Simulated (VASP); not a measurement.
# BaTiO3 (Amm2) in VASP: vibrations by perturbation theory with PBEsol

Aim: the vibrations by perturbation theory of BaTiO3 with PBEsol.

Everything below comes from runs of VASP 6.6.1. Logs are shortened: lines on timing, memory, paths and dates and some standing lists are left out, and cuts for length are marked.

### Step 1. The cell of the first run

The structure is orthorhombic, space group Amm2 (No. 38). Conventional cell: a = 3.950 Å, b = 5.657 Å, c = 5.678 Å, α = 90.00°, β = 90.00°, γ = 90.00°. Ba (site symmetry mm2) has 12 O at 2.75 to 2.93 Å and 8 Ti at 3.40 to 3.52 Å within 3.6 Å. Within 2.5 Å of Ti (site symmetry mm2) lie 6 O at 1.87 to 2.15 Å. Within 2.6 Å of O (site symmetry mm2) lie 2 Ti at 1.98 Å. O (site symmetry m) has 2 Ti at 1.87 to 2.15 Å within 2.5 Å.

### Step 2. Vibrations by perturbation theory, PBEsol

Input file INCAR:

```
PREC = Accurate
ENCUT = 520
EDIFF = 1E-8
ISMEAR = 0
SIGMA = 0.01
LREAL = False
LASPH = True
NELM = 80
ALGO = Normal
ISIF = 2
LWAVE = False
LCHARG = False
GGA = PS
IBRION = 8
NSW = 1
LEPSILON = True
```

Input file KPOINTS:

```
Automatic mesh
0
Gamma
  6 6 6
```

Input file POSCAR:

```
BaTiO3
1.0
    3.9496744853      0.0000000000      0.0000000000
    0.0000000000      2.8285937929      2.8389848126
    0.0000000000     -2.8285937929      2.8389848126
Ba Ti O
1 1 3
Direct
    0.0000000000      0.0070645427      0.0070645427
    0.5000000000      0.5198990379      0.5198990379
    0.0000000000      0.4914239827      0.4914239827
    0.5000000000      0.4937231267      0.9847693101
    0.5000000000      0.9847693101      0.4937231267
```

Potentials or basis: VASP PAW PBE potentials, release 64 (Ba_sv, Ti_sv, O).

Started as:

```
cat potpaw_PBE.64/Ba_sv/POTCAR potpaw_PBE.64/Ti_sv/POTCAR potpaw_PBE.64/O/POTCAR > POTCAR
mpirun -np 1 vasp_std > vasp.out
```

OUTCAR:

```text
PREC = Accurate
   ENCUT = 520
   EDIFF = 1E-8
   ISMEAR = 0
   LREAL = False
   LASPH = True
   NELM = 80
   ISIF = 2
   GGA = PS
   IBRION = 8
   NSW = 1
   LEPSILON = True

 ion  position               nearest neighbor table
   1  0.000  0.007  0.007-   3 2.75   4 2.78   5 2.78   4 2.78   5 2.78   3 2.83   3 2.83   5 2.85
                             4 2.85   5 2.85   4 2.85   3 2.93   2 3.40   2 3.40   2 3.45   2 3.45
   2  0.500  0.520  0.520-   4 1.87   5 1.87   3 1.98   3 1.98   5 2.15   4 2.15   1 3.40   1 3.40
                             1 3.45   1 3.45   1 3.45   1 3.45   1 3.52   1 3.52
   3  0.000  0.491  0.491-   2 1.98   2 1.98   1 2.75   1 2.83   1 2.83   1 2.93
   4  0.500  0.494  0.985-   2 1.87   2 2.15   1 2.78   1 2.78   1 2.85   1 2.85
   5  0.500  0.985  0.494-   2 1.87   2 2.15   1 2.78   1 2.78   1 2.85   1 2.85

  LATTYP: Found a base centered orthorhombic cell.
 ALAT       =     5.6571875858
 B/A-ratio  =     1.0036735638
 C/A-ratio  =     0.6981692626

  Lattice vectors:

 A1 = (   0.0000000000,   2.8285937929,  -2.8389848126)
 A2 = (   0.0000000000,   2.8285937929,   2.8389848126)
 A3 = (   3.9496744853,   0.0000000000,   0.0000000000)

Analysis of symmetry for initial positions (statically):
=====================================================================
 Subroutine PRICEL returns:
 Original cell was already a primitive cell.

 Routine SETGRP: Setting up the symmetry group for a
 base centered orthorhombic supercell.

 Subroutine GETGRP returns: Found  4 space group operations
 (whereof  4 operations were pure point group operations)
[... 965 lines left out ...]
  x     0.00000     0.00000     0.00000    -0.19180     0.00000    -1.63155
  y    -1.07897   -10.03975    -6.91523     0.00000    -5.93342     0.00000
  z    -2.53446    -6.23623    -7.12207     0.00000    -4.17759     0.00000

 SECOND DERIVATIVES (NOT SYMMETRIZED)
 ------------------------------------
               1X          1Y          1Z          2X          2Y          2Z          3X          3Y          3Z          4X          4Y          4Z          5X          5Y          5Z
  1X    -6.739340    0.000000    0.000000    3.399841    0.000000    0.000000    1.244576    0.000000    0.000000    1.047462    0.000000    0.000000    1.047462    0.000000    0.000000
  1Y     0.000000   -6.531435    0.000000    0.000000    3.791953    0.000000    0.000000    0.690126    0.000000    0.000000    1.024678   -0.035160    0.000000    1.024678    0.035160
  1Z     0.000000    0.000000   -6.625893    0.000000    0.000000    3.655537    0.000000    0.000000    0.910207    0.000000   -0.020945    1.030075    0.000000    0.020945    1.030075
  2X     3.388016    0.000000    0.000000   -2.160572    0.000000    0.000000   -2.556639    0.000000    0.000000    0.664598    0.000000    0.000000    0.664598    0.000000    0.000000
  2Y     0.000000    3.783202    0.000000    0.000000   -7.768775    0.000000    0.000000    1.300835    0.000000    0.000000    1.342369    0.052456    0.000000    1.342369   -0.052456
  2Z     0.000000    0.000000    3.662322    0.000000    0.000000   -9.660339    0.000000    0.000000    1.362379    0.000000   -0.832313    2.317819    0.000000    0.832313    2.317819
  3X     1.234178    0.000000    0.000000   -2.585192    0.000000    0.000000   -7.382480    0.000000    0.000000    4.366747    0.000000    0.000000    4.366747    0.000000    0.000000
  3Y     0.000000    0.687527    0.000000    0.000000    1.299183    0.000000    0.000000   -5.512248    0.000000    0.000000    1.762769   -2.331740    0.000000    1.762769    2.331740
  3Z     0.000000    0.000000    0.903975    0.000000    0.000000    1.367304    0.000000    0.000000   -5.898607    0.000000   -2.377191    1.813664    0.000000    2.377191    1.813664
  4X     1.042903    0.000000    0.000000    0.666001    0.000000    0.000000    4.379088    0.000000    0.000000   -5.622556    0.000000    0.000000   -0.465436    0.000000    0.000000
  4Y     0.000000    1.023274   -0.020215    0.000000    1.326553   -0.838181    0.000000    1.752116   -2.362015    0.000000   -8.774592    2.754529    0.000000    4.672649    0.465882
  4Z     0.000000   -0.031444    1.024689    0.000000    0.060742    2.324491    0.000000   -2.319695    1.801638    0.000000    2.747435   -8.131484    0.000000   -0.457038    2.980666
  5X     1.042903    0.000000    0.000000    0.666001    0.000000    0.000000    4.379088    0.000000    0.000000   -0.465436    0.000000    0.000000   -5.622556    0.000000    0.000000
  5Y     0.000000    1.023274    0.020215    0.000000    1.326553    0.838181    0.000000    1.752116    2.362015    0.000000    4.672649   -0.465882    0.000000   -8.774592   -2.754529
  5Z     0.000000    0.031444    1.024689    0.000000   -0.060742    2.324491    0.000000    2.319695    1.801638    0.000000    0.457038    2.980666    0.000000   -2.747435   -8.131484

 Eigenvectors and eigenvalues of the dynamical matrix
 ----------------------------------------------------

   1 f  =   15.731155 THz    98.841764 2PiTHz  524.734861 cm-1    65.058802 meV
             X         Y         Z           dx          dy          dz
      0.000000  0.000000  0.040112     0.000000    0.000000   -0.000997
      1.974837  0.000000  2.951971     0.000000   -0.000000   -0.074147
      0.000000  0.000000  2.790290     0.000000    0.000000   -0.360933
      1.974837 -1.388970  4.197418    -0.000000   -0.609842    0.245370
      1.974837  1.388970  4.197418    -0.000000    0.609842    0.245370
[... 105 lines left out ...]
  15 f/i=    0.912241 THz     5.731777 2PiTHz   30.429073 cm-1     3.772723 meV
             X         Y         Z           dx          dy          dz
      0.000000  0.000000  0.040112     0.059266   -0.000000   -0.000000
      1.974837  0.000000  2.951971    -0.657516   -0.000000   -0.000000
      0.000000  0.000000  2.790290     0.555322   -0.000000   -0.000000
      1.974837 -1.388970  4.197418     0.357616   -0.000000   -0.000000
      1.974837  1.388970  4.197418     0.357616   -0.000000   -0.000000

--------------------------------------------------------------------------------------------------------

 MACROSCOPIC STATIC DIELECTRIC TENSOR IONIC CONTRIBUTION
 ------------------------------------------------------
        2969.507225    -0.000000     0.000000
          -0.000000    38.719635     0.000000
           0.000000     0.000000    23.072305
 ------------------------------------------------------

 ELASTIC MODULI CONTR FROM IONIC RELAXATION (kBar)
 Direction    XX          YY          ZZ          XY          YZ          ZX
 --------------------------------------------------------------------------------
 XX         -87.4025    -82.8519    -81.7741      0.0000     -0.0000      0.0000
 YY         -82.8519   -744.9929   -766.0216     -0.0000     -0.0000      0.0000
 ZZ         -81.7741   -766.0216   -880.6839     -0.0000     -0.0000     -0.0000
 XY           0.0000     -0.0000     -0.0000     -0.3603     -0.0000      0.0000
 YZ          -0.0000     -0.0000     -0.0000     -0.0000   -671.3267      0.0000
 ZX           0.0000      0.0000     -0.0000     -0.0000      0.0000  -1514.0150
 --------------------------------------------------------------------------------

 PIEZOELECTRIC TENSOR IONIC CONTR  for field in x, y, z        (C/m^2)
          XX          YY          ZZ          XY          YZ          ZX
  --------------------------------------------------------------------------------
  x     0.00000     0.00000    -0.00000    -0.00000     0.00000   -62.91477
  y     0.00000     0.00000     0.00000     0.00000     4.46495     0.00000
  z     0.33802     3.06638     3.95591     0.00000    -0.00000    -0.00000
```

OSZICAR:

```text
N       E                     dE             d eps       ncg     rms          rms(c)
DAV:   1     0.456813467653E+03    0.45681E+03   -0.21345E+04  2496   0.181E+03
DAV:   2    -0.216536336259E+01   -0.45898E+03   -0.45116E+03  3096   0.491E+02
DAV:   3    -0.498401768825E+02   -0.47675E+02   -0.46870E+02  3664   0.147E+02
DAV:   4    -0.519234627875E+02   -0.20833E+01   -0.20821E+01  3568   0.286E+01
[... 674 lines left out ...]
RMM:  23    -0.370410787436E+00    0.46599E-08   -0.16928E-07  8534   0.127E-04    0.735E-06
RMM:  24    -0.370410793717E+00   -0.62813E-08   -0.30785E-07  9097   0.107E-04    0.616E-06
RMM:  25    -0.370410802037E+00   -0.83196E-08   -0.11967E-07  8848   0.935E-05    0.594E-06
RMM:  26    -0.370410806839E+00   -0.48020E-08   -0.14044E-07  8216   0.843E-05    0.638E-06
 Linear response finished
```

stdout:

```text
POSCAR found type information on POSCAR BaTiO
 POSCAR found :  3 types and       5 ions
 scaLAPACK will be used
 -----------------------------------------------------------------------------
|                                                                             |
|                                                                             |
|     You enforced a specific xc type in the INCAR file but a different       |
[... 79 lines left out ...]
 force on displaced ion       4 direction 2 :   0.000  -8.775   2.755
 Born effective charge ion    4 direction 2 :   0.000  -3.665   1.407
 Linear response progress:
 first order change of Fermi-energy  -0.15831E+00
 force on displaced ion       4 direction 3 :   0.000   2.747  -8.131
 Born effective charge ion    4 direction 3 :   0.000   1.581  -3.241
 Born effective charges drift removed
 Linear response finished
```

Run time: 42 min. Hardware: 1 thread of Intel Xeon 6975P-C (Granite Rapids), shared host; peak memory 0.59 GiB.

What came out:

```
Electronic dielectric tensor (diagonal)                 : 6.35, 6.12, 5.72
Born charges (mean of the diagonal)                     : Ba +2.78; Ti +6.39; O -3.19, -2.99 (each value once) e
Highest phonon frequency at Γ, LO-TO splitting left out : 525 cm⁻¹
Most unstable mode                                      : 30i cm⁻¹
```

Phonon frequencies in cm⁻¹ (negative: imaginary):
```tsv
q point	frequencies
(0.000, 0.000, 0.000)	-30 0 0 2 176 178 180 253 287 291 296 304 472 482 525
```

Electronic dielectric tensor:
```
6.35 0.00 0.00
0.00 6.12 0.00
0.00 0.00 5.72
```

Born effective charge tensors (e):
atom 1, Ba
```
2.73 0.00 0.00
0.00 2.82 0.00
0.00 0.00 2.77
```
atom 2, Ti
```
6.96 0.00 0.00
0.00 6.49 0.00
0.00 0.00 5.71
```
atom 3, O
```
-5.58  0.00  0.00
 0.00 -1.98  0.00
 0.00  0.00 -2.01
```
atom 4, O
```
-2.06  0.00  0.00
 0.00 -3.66  1.58
 0.00  1.41 -3.24
```
atom 5, O
```
-2.06  0.00  0.00
 0.00 -3.66 -1.58
 0.00 -1.41 -3.24
```

Caveat: the cell stands under pressure or tension, which shifts response properties; some modes are imaginary; spin-orbit coupling is left out, which moves the levels of the heavy elements.
